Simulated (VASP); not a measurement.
# Cu in VASP: single point with PBEsol

Aim: the single point of Cu with PBEsol.

Program: VASP 6.6.1. These are calculated values, not measurements. Logs are shortened: lines on timing, memory, paths and dates and some standing lists are left out, and cuts for length are marked.

## (1) The cell of the first run

The cell holds a slab with vacuum, 15 atoms: a = 5.112 Å, b = 5.112 Å, c = 24.261 Å, α = 90.00°, β = 90.00°, γ = 120.00°.

## (2) Single point, PBEsol (atoms taken out)

Input file INCAR:

```
SYSTEM = Cu
ALGO = Normal
DIPOL = 0.5 0.5 0.489
EDIFF = 1E-6
ENCUT = 520
GGA = PS
IDIPOL = 3
ISIF = 2
ISMEAR = 0
LASPH = .True.
LCHARG = .False.
LDIPOL = .True.
LREAL = Auto
LWAVE = .False.
NBANDS = 96
NELM = 100
PREC = Accurate
SIGMA = 0.1
```

Input file KPOINTS:

```
k-points
0
Gamma
  12 12 1
  0 0 0
```

Input file POSCAR:

```
Cu
1.0
    5.1123820200      0.0000000000      0.0000000000
   -2.5561910200      4.4274527200      0.0000000000
    0.0000000000      0.0000000000     24.2613635166
Cu
15
Direct
    0.3333333340      0.1666666667      0.3709601892
    0.3333333334      0.6666666654      0.3709601892
    0.8333333353      0.1666666673      0.3709601892
    0.8333333346      0.6666666661      0.3709601892
    0.1666666667      0.3333333327      0.4569867297
    0.1666666661      0.8333333314      0.4569867297
    0.6666666680      0.3333333334      0.4569867297
    0.6666666673      0.8333333321      0.4569867297
    0.0045230835      0.0022615417      0.5402313541
   -0.0000000006      0.4999999987      0.5397374451
    0.4977384595      0.0022615424      0.5402313541
    0.4977384589      0.4954769159      0.5402313541
    0.3336943247      0.6668471611      0.6200458986
    0.8331528396      0.1663056760      0.6200458986
    0.8331528390      0.6668471617      0.6200458986
```

Potentials or basis: VASP PAW PBE potentials, release 64 (Cu).

On the command line:

```
$ cat potpaw_PBE.64/Cu/POTCAR > POTCAR
$ mpirun -np 1 vasp_std > vasp.out
```

OUTCAR:

```text
SYSTEM = Cu
   EDIFF = 1E-6
   ENCUT = 520
   GGA = PS
   ISIF = 2
   ISMEAR = 0
   LASPH = .True.
   LREAL = Auto
   NELM = 100
   PREC = Accurate

 ion  position               nearest neighbor table
   1  0.333  0.167  0.371-   5 2.56   7 2.56   6 2.56   3 2.56   2 2.56   4 2.56   4 2.56   3 2.56
                             2 2.56
   2  0.333  0.667  0.371-   8 2.56   6 2.56   5 2.56   3 2.56   4 2.56   4 2.56   1 2.56   3 2.56
                             1 2.56
   3  0.833  0.167  0.371-   5 2.56   7 2.56   8 2.56   1 2.56   2 2.56   1 2.56   4 2.56   4 2.56
                             2 2.56
   4  0.833  0.667  0.371-   6 2.56   8 2.56   7 2.56   2 2.56   2 2.56   1 2.56   1 2.56   3 2.56
                             3 2.56
   5  0.167  0.333  0.457-  10 2.49  12 2.50   9 2.50   3 2.56   1 2.56   2 2.56   7 2.56   6 2.56
                             8 2.56   8 2.56   7 2.56   6 2.56
   6  0.167  0.833  0.457-  10 2.49  11 2.50   9 2.50   4 2.56   2 2.56   1 2.56   7 2.56   8 2.56
                             8 2.56   5 2.56   7 2.56   5 2.56
   7  0.667  0.333  0.457-  10 2.49  12 2.50  11 2.50   4 2.56   1 2.56   3 2.56   6 2.56   5 2.56
                             5 2.56   8 2.56   8 2.56   6 2.56
   8  0.667  0.833  0.457-   9 2.51  12 2.51  11 2.51   2 2.56   4 2.56   3 2.56   6 2.56   6 2.56
                             5 2.56   5 2.56   7 2.56   7 2.56
   9  0.005  0.002  0.540-  14 2.44  15 2.44   5 2.50   6 2.50   8 2.51  11 2.52  12 2.52  10 2.56
                            10 2.56  11 2.59  12 2.59
  10  1.000  0.500  0.540-  14 2.45  15 2.45  13 2.45   7 2.49   5 2.49   6 2.49  11 2.56  12 2.56
                            12 2.56   9 2.56  11 2.56   9 2.56
  11  0.498  0.002  0.540-  14 2.44  13 2.44   7 2.50   6 2.50   8 2.51   9 2.52  12 2.52  10 2.56
                            10 2.56   9 2.59  12 2.59
  12  0.498  0.495  0.540-  13 2.44  15 2.44   5 2.50   7 2.50   8 2.51  11 2.52   9 2.52  10 2.56
                            10 2.56   9 2.59  11 2.59
  13  0.334  0.667  0.620-  12 2.44  11 2.44  10 2.45  15 2.55  14 2.55  15 2.56  14 2.56
  14  0.833  0.166  0.620-   9 2.44  11 2.44  10 2.45  13 2.55  15 2.55  13 2.56  15 2.56
  15  0.833  0.667  0.620-  12 2.44   9 2.44  10 2.45  13 2.55  14 2.55  13 2.56  14 2.56

  LATTYP: Found a hexagonal cell.
 ALAT       =     5.1123820200
 C/A-ratio  =     4.7456084897

  Lattice vectors:

 A1 = (   5.1123820200,   0.0000000000,   0.0000000000)
 A2 = (  -2.5561910200,   4.4274527200,   0.0000000000)
 A3 = (   0.0000000000,   0.0000000000,  24.2613635166)

Analysis of symmetry for initial positions (statically):
=====================================================================
 Subroutine PRICEL returns:
 Original cell was already a primitive cell.

 Routine SETGRP: Setting up the symmetry group for a
 hexagonal supercell.

 Subroutine GETGRP returns: Found  6 space group operations
 (whereof  2 operations were pure point group operations)
 out of a pool of 24 trial point group operations.

The static configuration has the point symmetry C_1h.
 The point group associated with its full space group is C_3v.

Analysis of symmetry for dynamics (positions and initial velocities):
=====================================================================
 Subroutine PRICEL returns:
 Original cell was already a primitive cell.

 Routine SETGRP: Setting up the symmetry group for a
 hexagonal supercell.

 Subroutine GETGRP returns: Found  6 space group operations
 (whereof  2 operations were pure point group operations)
 out of a pool of 24 trial point group operations.

The dynamic configuration has the point symmetry C_1h.
 The point group associated with its full space group is C_3v.

 Subroutine INISYM returns: Found  6 space group operations
 (whereof  2 operations are pure point group operations),
 and found     1 'primitive' translations

----------------------------------------------------------------------------------------

                                     Primitive cell

  volume of cell :     549.1518

  direct lattice vectors                    reciprocal lattice vectors
     5.112382020  0.000000000  0.000000000     0.195603536  0.112931754  0.000000000
    -2.556191020  4.427452720  0.000000000     0.000000000  0.225863507  0.000000000
     0.000000000  0.000000000 24.261363517     0.000000000  0.000000000  0.041217799

  length of vectors
     5.112382020  5.112382040 24.261363517     0.225863508  0.225863507  0.041217799

[... 56 lines left out ...]
 Subroutine IBZKPT returns following result:
 ===========================================

 Found     19 irreducible k-points:

 Following reciprocal coordinates:
            Coordinates               Weight
  0.000000  0.000000  0.000000      1.000000
  0.083333 -0.000000  0.000000      6.000000
  0.166667  0.000000  0.000000      6.000000
  0.250000  0.000000  0.000000      6.000000
  0.333333  0.000000  0.000000      6.000000
  0.416667 -0.000000  0.000000      6.000000
[... 11 lines left out ...]
  0.333333  0.250000  0.000000     12.000000
  0.333333  0.333333  0.000000      2.000000
   k-points           NKPTS =     19   k-points in BZ     NKDIM =     19   number of bands    NBANDS=     96
   number of dos      NEDOS =    301   number of ions     NIONS =     15
   total plane-waves  NPLWV = 288000
   dimension x,y,z NGX =    40 NGY =   40 NGZ =  180
   dimension x,y,z NGXF=    80 NGYF=   80 NGZF=  360
   ions per type =              15
   NGX,Y,Z   is equivalent  to a cutoff of  13.01, 13.01, 12.33 a.u.
   NGXF,Y,Z  is equivalent  to a cutoff of  26.01, 26.01, 24.67 a.u.
 SYSTEM =  Cu
   PREC   = accura    normal or accurate (medium, high low for compatibility)
   ISTART =      0    job   : 0-new  1-cont  2-samecut
   ICHARG =      2    charge: 1-file 2-atom 10-const
   ISPIN  =      1    spin polarized calculation?
   LNONCOLLINEAR =      F non collinear calculations
   LSORBIT =      F    spin-orbit coupling
   LASPH  =      T    aspherical Exc in radial PAW
   ENCUT  =  520.0 eV  38.22 Ry    6.18 a.u.   9.51  9.51 45.11*2*pi/ulx,y,z
   NELM   =    100;   NELMIN=  2; NELMDL= -5     # of ELM steps
   EDIFF  = 0.1E-05   stopping-criterion for ELM
   LREAL  =      T    real-space projection
   EDIFFG = 0.1E-04   stopping-criterion for IOM
   NSW    =      0    number of steps for IOM
[... 5 lines left out ...]
   TEBEG  =    0.0;   TEEND  =   0.0 temperature during run
   PSTRESS=    0.0 pullay stress
   NELECT =     165.0000    total number of electrons
   NUPDOWN=      -1.0000    fix difference up-down
   EMIN   =  10.00;   EMAX   =-10.00  energy-range for DOS
   EFERMI =   0.00;   METHOD = LEGACY
   ISMEAR =     0;   SIGMA  =   0.10  broadening in eV -4-tet -1-fermi 0-gaus
   EFERMI_NEDOS =   21; number of points for ismear=-14 and -15
   IALGO  =     38    algorithm
   IMIX   =      4    mixing-type and parameters
     AMIX     =   0.40;   BMIX     =  1.00
     AMIX_MAG =   1.60;   BMIX_MAG =  1.00
  volume/ion in A,a.u.               =      36.61       247.06
  Fermi-wavevector in a.u.,A,eV,Ry     =   1.096492  2.072069 16.358202  1.202294
  Thomas-Fermi vector in A             =   2.232835
   LORBIT       =      0    0 simple, 1 ext, 2 COOP (PROOUT), +10 PAW based schemes
   GGA     = PS    functional components
   LHFCALC =     F    Hartree Fock is set to
   AEXX    =    0.0000 exact exchange contribution
   IVDW    =     0    specifies the selected vdW correction
   LEPSILON=     F    determine dielectric tensor
   LRPA    =     F    only Hartree local field effects (RPA)
 non-spin polarized calculation
 Gauss-broadening in eV      SIGMA  =   0.10
  energy-cutoff  :      520.00
  volume of cell :      549.15
 maximum number of plane-waves:     14841
 NGX is ok and might be reduce to    40
   NGX = 19   NGY = 19   NGZ = 91

 dipolmoment           0.000000      0.000000      0.029138 electrons x Angstroem

 number of electron     165.0000009 magnetization

 dipolmoment           0.000000      0.000000     -0.048362 electrons x Angstroem

 Free energy of the ion-electron system (eV)
  ---------------------------------------------------
  ext. energy  EPLUGINS =         0.00000000
  ---------------------------------------------------
  free energy    TOTEN  =       -59.13406752 eV

  energy without entropy =      -59.09567911  energy(sigma->0) =      -59.11487331

 E-fermi :  -0.7879     XC(G=0):  -4.9306

 val. band max:       -0.8043616148   @ k =   0.2500   0.2500   0.0000
 cond. band min:      -0.7849130834   @ k =   0.1667   0.1667   0.0000
 fundamental gap:      0.0194485313
 Fermi energy:        -0.7878621220

 k-point     1 :       0.0000    0.0000    0.0000
  band No.  band energies     occupation
      1      -9.6966      2.00000
      2      -8.1261      2.00000
      3      -6.4060      2.00000
      4      -5.7225      2.00000
      5      -5.6715      2.00000
      6      -5.6715      2.00000
[... 1832 lines left out ...]
     93       3.7573      0.00000
     94       3.7846      0.00000
 [bands above 94 left out]

------------------------ aborting loop because EDIFF is reached ----------------------------------------

 vacuum level on the upper side and lower side of the slab       (xc-potential included)        -0.307         0.065

  FORCE on cell =-STRESS in cart. coord.  units (eV):
  Direction    XX          YY          ZZ          XY          YZ          ZX
  --------------------------------------------------------------------------------------
  -------------------------------------------------------------------------------------
  Total       -9.0601014     -9.0601015     -2.1869927      0.0000000     -0.0000000     -0.0000000
  in kB      -26.4332891    -26.4332893     -6.3806583      0.0000001     -0.0000000     -0.0000000
  external PRESSURE =     -19.7490789 kB  Pullay stress =       0.0000000 kB

 VOLUME and BASIS-vectors are now :
 -----------------------------------------------------------------------------
  energy-cutoff  :      520.00
  volume of cell :      549.15
      direct lattice vectors                 reciprocal lattice vectors
     5.112382020  0.000000000  0.000000000     0.195603536  0.112931754  0.000000000
    -2.556191020  4.427452720  0.000000000     0.000000000  0.225863507  0.000000000
     0.000000000  0.000000000 24.261363517     0.000000000  0.000000000  0.041217799

 POSITION                                       TOTAL-FORCE (eV/Angst)
 -----------------------------------------------------------------------------------
      1.27810      0.73791      9.00000         0.000000     -0.000000      0.276072
     -0.00000      2.95164      9.00000         0.010644      0.006145      0.307979
      3.83429      0.73791      9.00000         0.000000     -0.012291      0.307979
      2.55619      2.95164      9.00000        -0.010644      0.006145      0.307979
     -0.00000      1.47582     11.08712         0.003512     -0.002028     -0.327403
     -1.27810      3.68954     11.08712        -0.000000      0.004055     -0.327403
      2.55619      1.47582     11.08712        -0.003512     -0.002028     -0.327403
      1.27810      3.68954     11.08712         0.000000     -0.000000     -0.320234
      0.01734      0.01001     13.10675        -0.015148     -0.008746     -0.002746
      3.83429      2.21373     13.09477         0.000000     -0.000000     -0.011208
      2.53885      0.01001     13.10675         0.015148     -0.008746     -0.002746
      1.27810      2.19370     13.10675        -0.000000      0.017492     -0.002746
      0.00138      2.95243     15.04316         0.001213      0.000701      0.040627
      3.83429      0.73631     15.04316         0.000000     -0.001401      0.040627
      2.55481      2.95243     15.04316        -0.001213      0.000701      0.040627
 -----------------------------------------------------------------------------------
    total drift:                               -0.000011      0.000009      0.000470

  FREE ENERGIE OF THE ION-ELECTRON SYSTEM (eV)
  ---------------------------------------------------
  free  energy   TOTEN  =       -59.1340675153 eV

  energy  without entropy=      -59.0956791102  energy(sigma->0) =      -59.11487331

 vacuum level on the upper side and lower side of the slab         3.675         4.052
```

Run time: 42 min. Hardware: 1 thread of Intel Xeon 6975P-C (Granite Rapids), shared host; peak memory 0.93 GiB.

Results:

```yaml
Free_energy: -59.1341 eV
Largest_force: 0.327 eV/Å
Band_gap_on_the_k_mesh: zero (an odd number of electrons rules out a gap without spin polarisation)
```

Forces on the atoms (eV/Å):
```
Cu   0.000  0.000  0.276
Cu   0.011  0.006  0.308
Cu   0.000 -0.012  0.308
Cu  -0.011  0.006  0.308
Cu   0.004 -0.002 -0.327
Cu   0.000  0.004 -0.327
Cu  -0.004 -0.002 -0.327
Cu   0.000  0.000 -0.320
Cu  -0.015 -0.009 -0.003
Cu   0.000  0.000 -0.011
Cu   0.015 -0.009 -0.003
Cu   0.000  0.017 -0.003
Cu   0.001  0.001  0.041
Cu   0.000 -0.001  0.041
Cu  -0.001  0.001  0.041
```

Levels at points of the mesh, in eV from the Fermi level:
| k point | band 80 | band 81 | band 82 | band 83 | band 84 | band 85 | band 86 | band 87 |
| --- | --- | --- | --- | --- | --- | --- | --- | --- |
| (0.00, 0.00, 0.00) | -0.23 | -0.06 | -0.06 | 0.35 | 0.83 | 0.95 | 0.95 | 1.41 |
| (0.50, 0.00, 0.00) | -0.88 | -0.86 | -0.07 | -0.06 | 0.66 | 0.80 | 1.01 | 1.39 |

Caveat: the cell differs from its parent crystal (atoms taken out); the PAW data sets were made with another functional, which shifts forces and pressure a little.
